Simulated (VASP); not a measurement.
Ta5W:

```
Ta W
1.0
     1.61514   -2.28416    0.00000
     1.61514    2.28416    0.00000
     0.00000    0.00000   13.70495
Ta W
5 1
Direct
  0.00000 0.00000 0.16667
  0.50000 0.50000 0.33333
  0.00000 0.00000 0.50000
  0.50000 0.50000 0.66667
  0.00000 0.00000 0.83333
  0.50000 0.50000 0.00000
```

```yaml
Program: VASP 6.6.1
Task: relaxation of cell and atoms
Functional: PBE
Potentials_or_basis: VASP PAW PBE potentials, release 64 (Ta_pv, W_sv)
Cutoff: 600 eV
k_mesh: 6 × 6 × 2
Occupations: gaussian, width 0.1 eV
Spin: no spin polarisation
```

At the start: pressure 13.5 GPa; volume 16.85 Å³/atom.

Problem. How do energy, volume and symmetry change on relaxing?

Solution. Over 13 steps the energy falls by 55.5 meV/atom and the volume is 17.93 Å³/atom (+6.4 %); space group Cmmm (No. 65, to 0.05 Å).

Step by step:
| step | energy change (eV) | largest force (eV/Å) | pressure (GPa) | volume (Å³) |
| --- | --- | --- | --- | --- |
| 1 | 0.0000 | 0.8052 | 13.50 | 101.12 |
| 2 | 0.9001 | 0.4752 | -21.73 | 123.35 |
| 3 | -0.2727 | 0.6420 | -0.98 | 107.94 |
| 4 | -0.2734 | 0.6488 | -0.39 | 107.62 |
| 5 | -0.3045 | 0.4000 | -0.18 | 107.56 |
| 6 | -0.3210 | 0.2490 | 0.26 | 107.47 |
| 7 | -0.3210 | 0.2576 | 0.30 | 107.46 |
| 8 | -0.3267 | 0.1758 | -0.74 | 108.01 |
| 9 | -0.3272 | 0.1414 | -1.16 | 108.24 |
| 10 | -0.3300 | 0.1022 | -0.83 | 108.05 |
| 11 | -0.3327 | 0.0405 | 0.23 | 107.49 |
| 12 | -0.3328 | 0.0348 | 0.01 | 107.61 |
| 13 | -0.3331 | 0.0276 | 0.01 | 107.60 |

Final structure:
```xyz
6
Lattice="1.6500 -2.3404 0.0000 1.6500 2.3404 0.0000 0.0000 0.0000 13.9316" Properties=species:S:1:pos:R:3 pbc="T T T"
Ta    3.3001    0.0000    2.2211
Ta    1.6500    0.0000    4.6001
Ta    0.0000    0.0000    6.9658
Ta    1.6500    0.0000    9.3315
Ta    3.3001    0.0000   11.7105
W     1.6500    0.0000    0.0000
```

Caveat: the k points lie up to 0.39 Å⁻¹ apart in the final cell.
